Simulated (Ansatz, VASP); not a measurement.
## Sb in VASP and in Ansatz

Contents of INCAR:

```
PREC = Accurate
ENCUT = 500
EDIFF = 1E-7
ISMEAR = -1
SIGMA = 0.1
LREAL = False
LASPH = True
NELM = 120
ALGO = Normal
ISIF = 3
LWAVE = False
LCHARG = False
GGA = PS
IBRION = 2
NSW = 80
EDIFFG = -0.01
GGA_COMPAT = False
NELMIN = 4
```

Contents of KPOINTS:

```
regular mesh
0
Gamma
  10 10 10
```

Contents of POSCAR:

```
Sb
1.0
    3.0848839383      0.0000000000      0.0000000000
    0.0000000000      3.0848839383      0.0000000000
    0.0000000000      0.0000000000      3.0848839383
Sb
1
Direct
    0.0000000000      0.0000000000      0.0000000000
```

Input for Ansatz:

```yaml
crystal:
  lattice:
    - [3.0848839383, 0.0, 0.0]
    - [0.0, 3.0848839383, 0.0]
    - [0.0, 0.0, 3.0848839383]
  atoms:
    - { symbol: Sb, position: [0.0, 0.0, 0.0] }
hamiltonian:
  xc: pbesol
  pseudopotentials:
    kind: paw
    azcp:
      Sb: "pseudopotentials/Sb.paw.azcp"
basis:
  ecutwfc: 420
  fft_grid_basis: typed
kpoints:
  mp_grid: { grid: [10, 10, 10], shift: [0, 0, 0] }
magnetization:
  spin_polarized: false
scf:
  occupations: { method: fermi_dirac, width: 0.1 }
relax:
  max_steps: 60
  f_tol: 0.01
  cell: {}
```

Alike in both runs: task relaxation of cell and atoms; functional PBEsol; k mesh 10 × 10 × 10; occupations fermi-dirac, width 0.1 eV; no spin polarisation.

|  | VASP | Ansatz |
| --- | --- | --- |
| version | VASP 6.6.1 | Ansatz 0.2.0 |
| potentials or method | VASP PAW PBE potentials, release 64 (Sb), cutoff 500 eV | plane waves (420 eV) with PAW, scalar-relativistic |
| valence electrons in the cell | 5 | 15 |

Ansatz gave:

* relaxed volume (Å³/atom): 28.63
* relaxed cell length with the largest relative difference (Å): 3.059

Q: Which values does VASP return?

A: Relaxed volume (Å³/atom): 28.67; relaxed cell length with the largest relative difference (Å): 3.061.

VASP's potentials were made for PBE, not for PBEsol, and Ansatz warns of the same on its side. VASP's potentials hold 5 valence electrons a cell and Ansatz's 15, so a difference there can come from the potentials and not from the codes.

Neither program's run includes spin-orbit coupling.
